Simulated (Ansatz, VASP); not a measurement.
# SiO2 in VASP and in Ansatz

```
Si O
1.0
     4.09477    0.00000    0.00000
     0.00000    4.09477    0.00000
     0.00000    0.00000    2.61334
Si O
2 4
Direct
  0.00000 0.00000 0.00000
  0.50000 0.50000 0.50000
  0.30670 0.30670 0.00000
  0.19330 0.80670 0.50000
  0.69330 0.69330 0.00000
  0.80670 0.19330 0.50000
```

Change from the starting cell: volume scaled by 0.94, crystal datasets.

Alike in both runs: task electric field gradients; functional PBEsol; k mesh 6 × 6 × 9; occupations fermi-dirac, width 0.03 eV; no spin polarisation.

|  | VASP | Ansatz |
| --- | --- | --- |
| version | VASP 6.6.1 | Ansatz 0.2.0 |
| potentials or method | VASP PAW PBE potentials, release 64 (Si, O), cutoff 520 eV | all-electron PAW with datasets made for the crystal, scalar-relativistic |

VASP gave:

| Item | Value |
| --- | --- |
| gap on the k mesh at the Fermi level (eV) | 6.72 |
| pressure (GPa) | 28.3 |
| traceless stress, the component that is largest in VASP (GPa) | 4.64 |
| rms of the force components (eV/Å) | 0.340 |
| size of Vzz on the site where it differs most (V/Å²) | 23.3 |

Question: Which values does Ansatz return?

Answer: gap on the k mesh at the Fermi level (eV): 6.72; pressure (GPa): 27.2; traceless stress, the component that is largest in VASP (GPa): 3.83; rms of the force components (eV/Å): 0.314; size of Vzz on the site where it differs most (V/Å²): 19.9.

VASP's potentials were made for PBE, not for PBEsol. Atom by atom the forces differ by 0.026 eV/Å (rms over components). Ansatz ran all-electron here, and VASP with PAW potentials.
